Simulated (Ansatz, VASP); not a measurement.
## AgCl: VASP beside Ansatz

```
Ag Cl
1.0
    -0.05546    2.74542    2.74542
     2.74542   -0.05546    2.74542
     2.74542    2.74542   -0.05546
Ag Cl
1 1
Direct
  0.50000 0.50000 0.50000
  0.00000 0.00000 0.00000
```

Change from the starting cell: equal xy, yz and zx shear strains of -2 %, crystal datasets.

Alike in both runs: task electric field gradients; functional LDA; k mesh 8 × 8 × 8; occupations fermi-dirac, width 0.02 eV; no spin polarisation.

|  | VASP | Ansatz |
| --- | --- | --- |
| version | VASP 6.6.1 | Ansatz 0.2.0 |
| potentials or method | VASP PAW LDA potentials, release 64 (Ag, Cl), cutoff 520 eV | all-electron PAW with datasets made for the crystal, scalar-relativistic |

|  | VASP | Ansatz | Ansatz less VASP |
| --- | --- | --- | --- |
| pressure (GPa) | -5.6 | -5.6 | +0.02 |
| traceless stress, the component that is largest in VASP (GPa) | 0.16 | 0.16 | -0.001 |
| size of Vzz on the site where it differs most (V/Å²) | 4.5 | 4.3 | -0.20 |

LDA's correlation is that of Perdew and Zunger in VASP and of Perdew and Wang (1992) in Ansatz. Ansatz ran all-electron here, and VASP with PAW potentials.
